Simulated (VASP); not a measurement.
# YZrF2 (P4/mmm) in VASP: notebook

Runs on YZrF2. Level: PBE. Tasks: single point, relaxation of cell and atoms.

All numbers are computed with VASP 6.6.1; they aren't measurements. Logs are shortened: lines on timing, memory, paths and dates and some standing lists are left out, and cuts for length are marked.

## 1. The cell of the first run

Symmetry: P4/mmm, No. 123, tetragonal system. Conventional cell: a = 4.460 Å, b = 4.460 Å, c = 2.628 Å, α = 90.00°, β = 90.00°, γ = 90.00°. Y (site symmetry 4/mmm) has 8 F at 2.59 Å and 2 Y at 2.63 Å within 3.4 Å. Within 2.9 Å of Zr (site symmetry 4/mmm) lie 4 F at 2.23 Å and 2 Zr at 2.63 Å. F (site symmetry mmm) has 2 Zr at 2.23 Å and 4 Y at 2.59 Å and 2 F at 2.63 Å within 2.9 Å.

## 2. Single point, PBE

File INCAR:

```
SYSTEM = YZrF2
PREC = Accurate
ENCUT = 520
EDIFF = 1E-6
ISMEAR = 0
SIGMA = 0.1
LREAL = .False.
LASPH = .True.
NELM = 60
ALGO = Normal
ISIF = 2
LWAVE = .False.
LCHARG = .False.
GGA = PE
NBANDS = 26
```

File KPOINTS:

```
regular mesh
0
Gamma
  4 4 6
  0 0 0
```

File POSCAR:

```
YZrF2
1.0
    4.4604813600      0.0000000000      0.0000000000
    0.0000000000      4.4604813600      0.0000000000
    0.0000000000      0.0000000000      2.6276823800
Y Zr F
1 1 2
Direct
    0.5000000000      0.5000000000      0.5000000000
    0.0000000000      0.0000000000      0.0000000000
    0.5000000000      0.0000000000      0.0000000000
    0.0000000000      0.5000000000      0.0000000000
```

Potentials or basis: VASP PAW PBE potentials, release 64 (Y_sv, Zr_sv, F).

The run is started by

```
$ cat potpaw_PBE.64/Y_sv/POTCAR potpaw_PBE.64/Zr_sv/POTCAR potpaw_PBE.64/F/POTCAR > POTCAR
$ mpirun -np 1 vasp_std > vasp.out
```

OUTCAR:

```text
SYSTEM = YZrF2
   PREC = Accurate
   ENCUT = 520
   EDIFF = 1E-6
   ISMEAR = 0
   LREAL = .False.
   LASPH = .True.
   NELM = 60
   ISIF = 2
   GGA = PE

 ion  position               nearest neighbor table
   1  0.500  0.500  0.500-   3 2.59   4 2.59   3 2.59   4 2.59   3 2.59   3 2.59   4 2.59   4 2.59
                             2 3.42   2 3.42   2 3.42   2 3.42   2 3.42   2 3.42   2 3.42   2 3.42
   2  0.000  0.000  0.000-   3 2.23   4 2.23   4 2.23   3 2.23   1 3.42   1 3.42   1 3.42   1 3.42
                             1 3.42   1 3.42   1 3.42   1 3.42
   3  0.500  0.000  0.000-   2 2.23   2 2.23   1 2.59   1 2.59   1 2.59   1 2.59
   4  0.000  0.500  0.000-   2 2.23   2 2.23   1 2.59   1 2.59   1 2.59   1 2.59

  LATTYP: Found a simple tetragonal cell.
 ALAT       =     4.4604813600
 C/A-ratio  =     0.5891028721

  Lattice vectors:

 A1 = (   4.4604813600,   0.0000000000,   0.0000000000)
 A2 = (   0.0000000000,   4.4604813600,   0.0000000000)
 A3 = (   0.0000000000,   0.0000000000,   2.6276823800)

Analysis of symmetry for initial positions (statically):
=====================================================================
 Subroutine PRICEL returns:
 Original cell was already a primitive cell.

 Routine SETGRP: Setting up the symmetry group for a
 simple tetragonal supercell.

 Subroutine GETGRP returns: Found 16 space group operations
 (whereof 16 operations were pure point group operations)
 out of a pool of 16 trial point group operations.

The static configuration has the point symmetry D_4h.

Analysis of symmetry for dynamics (positions and initial velocities):
=====================================================================
 Subroutine PRICEL returns:
 Original cell was already a primitive cell.

 Routine SETGRP: Setting up the symmetry group for a
 simple tetragonal supercell.

 Subroutine GETGRP returns: Found 16 space group operations
 (whereof 16 operations were pure point group operations)
 out of a pool of 16 trial point group operations.

The dynamic configuration has the point symmetry D_4h.

 Subroutine INISYM returns: Found 16 space group operations
 (whereof 16 operations are pure point group operations),
 and found     1 'primitive' translations

----------------------------------------------------------------------------------------

                                     Primitive cell

  volume of cell :      52.2801

  direct lattice vectors                    reciprocal lattice vectors
     4.460481360  0.000000000  0.000000000     0.224191050  0.000000000  0.000000000
     0.000000000  4.460481360  0.000000000     0.000000000  0.224191050  0.000000000
     0.000000000  0.000000000  2.627682380     0.000000000  0.000000000  0.380563499

  length of vectors
     4.460481360  4.460481360  2.627682380     0.224191050  0.224191050  0.380563499

  position of ions in fractional coordinates (direct lattice)
     0.500000000  0.500000000  0.500000000
     0.000000000  0.000000000  0.000000000
     0.500000000  0.000000000  0.000000000
     0.000000000  0.500000000  0.000000000

  ion indices of the primitive-cell ions
   primitive index   ion index
                 1           1
                 2           2
                 3           3
                 4           4

----------------------------------------------------------------------------------------

 KPOINTS: regular mesh

Automatic generation of k-mesh.
 Grid dimensions read from file:
 generate k-points for:    4    4    6

 Generating k-lattice:

  Cartesian coordinates                     Fractional coordinates (reciprocal lattice)
     0.056047763  0.000000000  0.000000000     0.250000000  0.000000000  0.000000000
     0.000000000  0.056047763  0.000000000     0.000000000  0.250000000  0.000000000
     0.000000000  0.000000000  0.063427250     0.000000000  0.000000000  0.166666667

  Length of vectors
     0.056047763  0.056047763  0.063427250

  Shift w.r.t. Gamma in fractional coordinates (k-lattice)
     0.000000000  0.000000000  0.000000000

 Subroutine IBZKPT returns following result:
 ===========================================

 Found     24 irreducible k-points:

 Following reciprocal coordinates:
            Coordinates               Weight
  0.000000  0.000000  0.000000      1.000000
  0.250000  0.000000  0.000000      4.000000
  0.500000  0.000000  0.000000      2.000000
  0.250000  0.250000  0.000000      4.000000
  0.500000  0.250000  0.000000      4.000000
  0.500000  0.500000  0.000000      1.000000
[... 16 lines left out ...]
  0.500000  0.250000  0.500000      4.000000
  0.500000  0.500000  0.500000      1.000000
   k-points           NKPTS =     24   k-points in BZ     NKDIM =     24   number of bands    NBANDS=     26
   number of dos      NEDOS =    301   number of ions     NIONS =      4
   total plane-waves  NPLWV =  25920
   dimension x,y,z NGX =    36 NGY =   36 NGZ =   20
   dimension x,y,z NGXF=    72 NGYF=   72 NGZF=   40
   ions per type =               1   1   2
   NGX,Y,Z   is equivalent  to a cutoff of  13.42, 13.42, 12.65 a.u.
   NGXF,Y,Z  is equivalent  to a cutoff of  26.84, 26.84, 25.31 a.u.
 SYSTEM =  YZrF2
   PREC   = accura    normal or accurate (medium, high low for compatibility)
   ISTART =      0    job   : 0-new  1-cont  2-samecut
   ICHARG =      2    charge: 1-file 2-atom 10-const
   ISPIN  =      1    spin polarized calculation?
   LNONCOLLINEAR =      F non collinear calculations
   LSORBIT =      F    spin-orbit coupling
   LASPH  =      T    aspherical Exc in radial PAW
   ENCUT  =  520.0 eV  38.22 Ry    6.18 a.u.   8.29  8.29  4.89*2*pi/ulx,y,z
   NELM   =     60;   NELMIN=  2; NELMDL= -5     # of ELM steps
   EDIFF  = 0.1E-05   stopping-criterion for ELM
   LREAL  =      F    real-space projection
   EDIFFG = 0.1E-04   stopping-criterion for IOM
   NSW    =      0    number of steps for IOM
   IBRION =     -1    ionic relax: 0-MD 1-quasi-New 2-CG
   NFREE  =      0    steps in history (QN), initial steepest desc. (CG)
   ISIF   =      2    stress and relaxation
   ISYM   =      2    0-nonsym 1-usesym 2-fastsym
   POTIM  = 0.5000    time-step for ionic-motion
   TEBEG  =    0.0;   TEEND  =   0.0 temperature during run
   PSTRESS=    0.0 pullay stress
   NELECT =      37.0000    total number of electrons
   NUPDOWN=      -1.0000    fix difference up-down
   EMIN   =  10.00;   EMAX   =-10.00  energy-range for DOS
   EFERMI =   0.00;   METHOD = LEGACY
   ISMEAR =     0;   SIGMA  =   0.10  broadening in eV -4-tet -1-fermi 0-gaus
   EFERMI_NEDOS =   21; number of points for ismear=-14 and -15
   IALGO  =     38    algorithm
   IMIX   =      4    mixing-type and parameters
     AMIX     =   0.40;   BMIX     =  1.00
     AMIX_MAG =   1.60;   BMIX_MAG =  1.00
  volume/ion in A,a.u.               =      13.07        88.20
  Fermi-wavevector in a.u.,A,eV,Ry     =   1.458915  2.756949 28.959085  2.128433
  Thomas-Fermi vector in A             =   2.575543
   LORBIT       =      0    0 simple, 1 ext, 2 COOP (PROOUT), +10 PAW based schemes
   GGA     = PE    functional components
   LHFCALC =     F    Hartree Fock is set to
   AEXX    =    0.0000 exact exchange contribution
   IVDW    =     0    specifies the selected vdW correction
   LEPSILON=     F    determine dielectric tensor
   LRPA    =     F    only Hartree local field effects (RPA)
 non-spin polarized calculation
 Gauss-broadening in eV      SIGMA  =   0.10
  energy-cutoff  :      520.00
  volume of cell :       52.28
 maximum number of plane-waves:      1426
 NGX is ok and might be reduce to    36
   NGX = 17   NGY = 17   NGZ =  9

 number of electron      36.9999979 magnetization

 Free energy of the ion-electron system (eV)
  ---------------------------------------------------
  ext. energy  EPLUGINS =         0.00000000
  ---------------------------------------------------
  free energy    TOTEN  =       -23.86205642 eV

  energy without entropy =      -23.84087729  energy(sigma->0) =      -23.85146685

 E-fermi :   9.4314     XC(G=0): -11.8062

 val. band max:        9.3626701198   @ k =   0.2500   0.2500   0.5000
 cond. band min:       9.4367939811   @ k =   0.2500   0.0000   0.3333
 fundamental gap:      0.0741238612
 Fermi energy:         9.4313810568

 k-point     1 :       0.0000    0.0000    0.0000
  band No.  band energies     occupation
      1     -39.8564      2.00000
      2     -34.2202      2.00000
      3     -18.2848      2.00000
      4     -18.2848      2.00000
      5     -18.2841      2.00000
      6     -18.2566      2.00000
[... 18 lines left out ...]
     25      14.2358      0.00000
     26      15.1665      0.00000

 k-point     2 :       0.2500    0.0000    0.0000
  band No.  band energies     occupation
      1     -39.8546      2.00000
      2     -34.2189      2.00000
      3     -19.2369      2.00000
      4     -18.3961      2.00000
      5     -18.2747      2.00000
      6     -17.1438      2.00000
[... 18 lines left out ...]
     25      13.8914      0.00000
     26      14.2732      0.00000

 k-point     3 :       0.5000    0.0000    0.0000
  band No.  band energies     occupation
      1     -39.8528      2.00000
      2     -34.2176      2.00000
      3     -19.5983      2.00000
      4     -18.5108      2.00000
      5     -18.2645      2.00000
      6     -16.5995      2.00000
[... 18 lines left out ...]
     25      13.9552      0.00000
     26      14.3029      0.00000

 k-point     4 :       0.2500    0.2500    0.0000
  band No.  band energies     occupation
      1     -39.8529      2.00000
      2     -34.2170      2.00000
      3     -19.3213      2.00000
      4     -19.2838      2.00000
      5     -17.2366      2.00000
      6     -17.1625      2.00000
[... 18 lines left out ...]
     25      14.0799      0.00000
     26      14.6392      0.00000

 k-point     5 :       0.5000    0.2500    0.0000
  band No.  band energies     occupation
      1     -39.8512      2.00000
      2     -34.2152      2.00000
      3     -19.6669      2.00000
      4     -19.3676      2.00000
      5     -17.2439      2.00000
      6     -16.6584      2.00000
[... 18 lines left out ...]
     25      14.0775      0.00000
     26      14.1800      0.00000

 k-point     6 :       0.5000    0.5000    0.0000
  band No.  band energies     occupation
      1     -39.8496      2.00000
      2     -34.2127      2.00000
      3     -19.7338      2.00000
      4     -19.7338      2.00000
      5     -16.7064      2.00000
      6     -16.7064      2.00000
[... 427 lines left out ...]
 k-point    21 :       0.5000    0.0000    0.5000
  band No.  band energies     occupation
      1     -39.4646      2.00000
      2     -33.5872      2.00000
      3     -19.2643      2.00000
      4     -18.8414      2.00000
      5     -17.9217      2.00000
      6     -17.9082      2.00000
[... 18 lines left out ...]
     25      13.8255      0.00000
     26      15.0633      0.00000

 k-point    22 :       0.2500    0.2500    0.5000
  band No.  band energies     occupation
      1     -39.4646      2.00000
      2     -33.5872      2.00000
      3     -18.9255      2.00000
      4     -18.8383      2.00000
      5     -18.8309      2.00000
      6     -16.9647      2.00000
[... 18 lines left out ...]
     25      14.2170      0.00000
     26      15.2558      0.00000

 k-point    23 :       0.5000    0.2500    0.5000
  band No.  band energies     occupation
      1     -39.4632      2.00000
      2     -33.5864      2.00000
      3     -19.2286      2.00000
      4     -18.8404      2.00000
      5     -18.8359      2.00000
      6     -16.8419      2.00000
[... 18 lines left out ...]
     25      14.3004      0.00000
     26      15.9943      0.00000

 k-point    24 :       0.5000    0.5000    0.5000
  band No.  band energies     occupation
      1     -39.4618      2.00000
      2     -33.5855      2.00000
      3     -19.1919      2.00000
      4     -19.1919      2.00000
      5     -18.8304      2.00000
      6     -16.3361      2.00000
[... 18 lines left out ...]
     25      15.1190      0.00000
     26      15.9324      0.00000

------------------------ aborting loop because EDIFF is reached ----------------------------------------

  FORCE on cell =-STRESS in cart. coord.  units (eV):
  Direction    XX          YY          ZZ          XY          YZ          ZX
  --------------------------------------------------------------------------------------
  -------------------------------------------------------------------------------------
  Total        5.6178640      5.6178640     12.5707000      0.0000000     -0.0000000      0.0000000
  in kB      172.1652434    172.1652434    385.2420804      0.0000000     -0.0000000      0.0000000
  external PRESSURE =     243.1908557 kB  Pullay stress =       0.0000000 kB

 VOLUME and BASIS-vectors are now :
 -----------------------------------------------------------------------------
  energy-cutoff  :      520.00
  volume of cell :       52.28
      direct lattice vectors                 reciprocal lattice vectors
     4.460481360  0.000000000  0.000000000     0.224191050  0.000000000  0.000000000
     0.000000000  4.460481360  0.000000000     0.000000000  0.224191050  0.000000000
     0.000000000  0.000000000  2.627682380     0.000000000  0.000000000  0.380563499

 POSITION                                       TOTAL-FORCE (eV/Angst)
 -----------------------------------------------------------------------------------
      2.23024      2.23024      1.31384         0.000000      0.000000      0.000000
      0.00000      0.00000      0.00000         0.000000      0.000000      0.000000
      2.23024      0.00000      0.00000         0.000000      0.000000      0.000000
      0.00000      2.23024      0.00000         0.000000      0.000000      0.000000
 -----------------------------------------------------------------------------------
    total drift:                                0.000000      0.000000     -0.000000

  FREE ENERGIE OF THE ION-ELECTRON SYSTEM (eV)
  ---------------------------------------------------
  free  energy   TOTEN  =       -23.8620564224 eV

  energy  without entropy=      -23.8408772858  energy(sigma->0) =      -23.85146685
```

Wall time 18 s (1 thread of AMD EPYC 9R45 (Zen 5), shared host); peak memory 0.17 GiB.

Results:

```yaml
Free_energy: -23.8621 eV
Pressure: 24.3 GPa
```

Levels at points of the mesh, in eV from the Fermi level:
```
           k point  band 15  band 16  band 17  band 18  band 19  band 20  band 21  band 22
(0.00, 0.00, 0.00)    -7.51    -7.48    -3.26    -2.68    -2.14    -0.20     1.09     2.91
(0.50, 0.00, 0.00)    -7.57    -7.57    -2.67    -1.85     0.07     0.17     0.62     1.50
(0.50, 0.50, 0.00)    -7.65    -7.65    -2.81    -1.64     0.54     1.15     3.20     3.20
(0.00, 0.00, 0.50)    -8.49    -8.49    -2.18    -2.18     0.65     0.98     0.98     2.06
(0.50, 0.00, 0.50)    -8.87    -8.58    -2.80    -1.30    -1.03     0.06     3.12     3.35
(0.50, 0.50, 0.50)    -9.35    -8.62    -1.14    -1.14    -0.94    -0.94     0.42     2.28
```

Caveat: the k points lie up to 0.40 Å⁻¹ apart; an odd number of electrons without spin polarisation forces a metal; a magnetic or distorted state may lie lower.

[end of part 1 of 3]
